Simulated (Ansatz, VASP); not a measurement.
# CoPdO2 in VASP and in Ansatz

```
CELL_PARAMETERS angstrom
2.80885 0.00000 0.00000
-1.40442 2.43253 0.00000
0.00000 0.00000 17.47660
ATOMIC_POSITIONS crystal
Co 0.66667 0.33333 0.83333
Co 0.33333 0.66667 0.16667
Co 0.00000 0.00000 0.50000
Pd 0.00000 0.00000 0.00000
Pd 0.66667 0.33333 0.33333
Pd 0.33333 0.66667 0.66667
O 0.33333 0.66667 0.77862
O 0.00000 0.00000 0.88804
O 0.00000 0.00000 0.11196
O 0.66667 0.33333 0.22138
O 0.66667 0.33333 0.44529
O 0.33333 0.66667 0.55471
```

Change from the starting cell: equal strain along all axes, cell held, atoms relaxed: -2.0 %.

Alike in both runs: functional PBE; k mesh 12 × 12 × 2; occupations gaussian, width 0.1 eV; no spin polarisation; Hubbard terms Co d U = 3.32 eV.

Ansatz relaxed the structure, and its values are those at the end. VASP's run is a single point on that final structure, the one shown.

|  | VASP | Ansatz |
| --- | --- | --- |
| version | VASP 6.6.1 | Ansatz 0.2.0 |
| potentials or method | VASP PAW PBE potentials, release 64 (Co, Pd, O), cutoff 520 eV | scalar-relativistic, plane waves, PAW |
| valence electrons in the cell | 93 | 141 |

```csv
,VASP,Ansatz,Ansatz less VASP
gap on the k mesh at the Fermi level (eV),none,none,-
pressure (GPa),13.1,14.9,+1.73
rms of the force components (eV/Å),0.043,0.000,-0.0426
```

The programs project onto different local orbitals, so the same U acts differently, and such runs can settle in different states. A gap of «none» marks a metal or a gap that the smearing closes. VASP's potentials hold 93 valence electrons a cell and Ansatz's 141, so a difference there can come from the potentials and not from the codes. Ansatz's warnings: filled band counts differ across k points, stress scf threshold loose.
